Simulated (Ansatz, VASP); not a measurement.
**Two plane-wave programs on MgO**

```
Mg O
1.0
     0.00000    0.00000    4.15478
    -6.12912    0.00000    0.00000
     3.06456   -7.19588   -2.07739
Mg O
8 8
Cartesian
  -2.0454 -1.0186 0.0000
  -1.0191 -6.1773 2.0774
  1.0191 -6.1773 0.0000
  -4.0837 -1.0186 2.0774
  -1.0034 -2.7355 2.0774
  -2.0612 -4.4603 0.0000
  -4.0680 -4.4603 2.0774
  1.0034 -2.7355 0.0000
  -1.0083 -2.7368 0.0000
  -2.0563 -4.4591 2.0774
  -4.0728 -4.4591 0.0000
  1.0083 -2.7368 2.0774
  -2.0221 -1.0184 2.0774
  -1.0424 -6.1774 0.0000
  1.0424 -6.1774 2.0774
  -4.1070 -1.0184 0.0000
```

Alike in both runs: task single point; functional PBE; k mesh 6 × 6 × 6; occupations gaussian, width 0.05 eV; no spin polarisation.

|  | VASP | Ansatz |
| --- | --- | --- |
| version | VASP 6.6.1 | Ansatz 0.2.0 |
| potentials or method | VASP PAW PBE potentials, release 64 (Mg, O), cutoff 520 eV | scalar-relativistic, plane waves, PAW |
| valence electrons in the cell | 64 | 128 |

VASP gave:

```
gap on the k mesh at the Fermi level (eV)                     : 3.20
pressure (GPa)                                                : 3.9
traceless stress, the component that is largest in VASP (GPa) : 0.53
rms of the force components (eV/Å)                            : 0.031
```

**Question.** What did Ansatz give for the same quantities?

**Answer.** gap on the k mesh at the Fermi level (eV): 3.21; pressure (GPa): 4.4; traceless stress, the component that is largest in VASP (GPa): 0.64; rms of the force components (eV/Å): 0.030.

Atom by atom the forces differ by 0.004 eV/Å (rms over components). VASP's potentials hold 64 valence electrons a cell and Ansatz's 128, so a difference there can come from the potentials and not from the codes.
